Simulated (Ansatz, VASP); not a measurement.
**Tl in VASP and in Ansatz**

Contents of INCAR:

```
SYSTEM = Tl
ALGO = Fast
EDIFF = 1E-7
ENCUT = 520
ISIF = 2
ISMEAR = 0
LASPH = .True.
LCHARG = .False.
LREAL = .False.
LWAVE = .False.
NBANDS = 20
NELM = 60
PREC = Accurate
SIGMA = 0.1
```

KPOINTS

```
k-points
0
Gamma
  9 9 5
  0 0 0
```

Contents of POSCAR:

```
Tl
1.0
    3.4560000000      0.0000000000      0.0000000000
   -1.7280000000      2.9929837955      0.0000000000
    0.0000000000      0.0000000000      5.5250000000
Tl
2
Direct
    0.6666666667      0.3333333333      0.7500000000
    0.3333333333      0.6666666667      0.2500000000
```

The input input.yaml:

```yaml
crystal:
  lattice:
    - [3.456, 0.0, 0.0]
    - [-1.728, 2.9929837955, 0.0]
    - [0.0, 0.0, 5.525]
  atoms:
    - { symbol: Tl, position: [0.6666666667, 0.3333333333, 0.75] }
    - { symbol: Tl, position: [0.3333333333, 0.6666666667, 0.25] }
hamiltonian:
  xc: lda
  pseudopotentials: { kind: paw }
kpoints:
  mp_grid: { grid: [9, 9, 5] }
scf:
  occupations: { method: gaussian, width: 0.1 }
output:
  forces: true
  stress: true
  eigenvalues: true
```

Alike in both runs: task single point; functional LDA; k mesh 9 × 9 × 5; occupations gaussian, width 0.1 eV; no spin polarisation.

```csv
,VASP,Ansatz
version,VASP 6.6.1,Ansatz 0.2.0
potentials or method,"VASP PAW LDA potentials, release 64 (Tl_d)",Ansatz PAW
plane-wave cutoff (eV),520,420
valence electrons in the cell,26,26
```

Ansatz gave:

```
gap on the k mesh at the Fermi level (eV)                     : none
pressure (GPa)                                                : -1.6
traceless stress, the component that is largest in VASP (GPa) : 0.72
```

Task: Which values does VASP return?

Result: gap on the k mesh at the Fermi level (eV): none; pressure (GPa): -1.5; traceless stress, the component that is largest in VASP (GPa): 0.75.

LDA's correlation is that of Perdew and Zunger in VASP and of Perdew and Wang (1992) in Ansatz. A gap of «none» marks a metal or a gap that the smearing closes.

Spin-orbit coupling is off throughout.
